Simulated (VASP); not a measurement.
Set up this calculation in VASP 6.6.1, as the native input.

| Quantity | Value |
| --- | --- |
| Task | single point |
| Functional | PBE |
| Potentials or basis | VASP PAW PBE potentials, release 64 (In_d, Ga_d, O) |
| Cutoff | 520 eV |
| k mesh | 6 × 6 × 4 |
| Occupations | gaussian, width 0.1 eV |
| Spin | no spin polarisation |
| Dipole correction | no |
| Further INCAR settings | ALGO = Normal; EDIFF = 1e-07; NBANDS = 23 |

The structure of InGaO lies in POSCAR:

```
InGaO
1.0
    4.0113284700      0.0000000000      0.0000000000
   -2.0056642300      3.4739123500      0.0000000000
    0.0000000000      0.0000000000      4.4618041300
In Ga O
1 1 1
Direct
    0.6666666700      0.3333333300      0.5000000000
    0.0000000000      0.0000000000      0.0000000000
    0.3333333300      0.6666666700      0.5000000000
```

The cell was generated, and may not be a known phase.

These files were run (other wordings do the same):

INCAR

```
  ALGO = Normal
  EDIFF = 1E-7
  ENCUT = 520
  GGA = PE
  ISIF = 2
  ISMEAR = 0
  LASPH = T
  LCHARG = F
  LREAL = F
  LWAVE = F
  NBANDS = 23
  NELM = 60
  PREC = Accurate
  SIGMA = 0.1
```

KPOINTS

```
k-points
0
Gamma
  6 6 4
```

Potentials or basis: VASP PAW PBE potentials, release 64 (In_d, Ga_d, O).

Launch:

```sh
$ cat potpaw_PBE.64/In_d/POTCAR potpaw_PBE.64/Ga_d/POTCAR potpaw_PBE.64/O/POTCAR > POTCAR
$ mpirun -np 1 vasp_std > vasp.out
```

Results of the run:

* Pressure: -4.2 GPa
* Band gap on the k mesh: zero (bands 16 and 17 overlap by 0.40 eV)

Caveat: the cell stands under tension; spin-orbit coupling is left out, which moves the levels of the heavy elements.

Wall time 51 s on 1 thread of Intel Xeon 8259CL, on a shared host, peak memory 0.2 GiB.
